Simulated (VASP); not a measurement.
Runs of VASP 6.6.1 on TcAu. The structure is that of space group Pm-3m (No. 221), or close to it. The cells are those of the table. 

```tsv
task	cell	k mesh	cutoff (eV)	gap on the mesh (eV)	pressure (GPa)
single point	a = 3.109 Å, 2 atoms	7 × 7 × 7	520	none	3.0
single point	a = 3.129 Å, 2 atoms	7 × 7 × 7	520	none	-2.3
single point	a = 3.119 Å, 2 atoms	7 × 7 × 7	520	none	(a)
single point	a = 3.119 Å, 2 atoms	8 × 8 × 8	520	none	0.3
relaxation of cell and atoms	relaxed from a = 3.119 Å, 2 atoms	7 × 7 × 7	600	none	0.0
```

Alike in all rows: level LDA; potentials or basis VASP PAW LDA potentials, release 64 (Au, Tc_pv); no spin polarisation; smearing gaussian 0.05 eV.

Task: Fill in the values left out.

Result: (a) 0.2.

Caveats: spin-orbit coupling is left out, which moves the levels of the heavy elements.

A k mesh can miss the band edges, and the runs leave out spin-orbit coupling on Au, Tc.

A gap of «none» marks levels without a gap at the run's occupations.
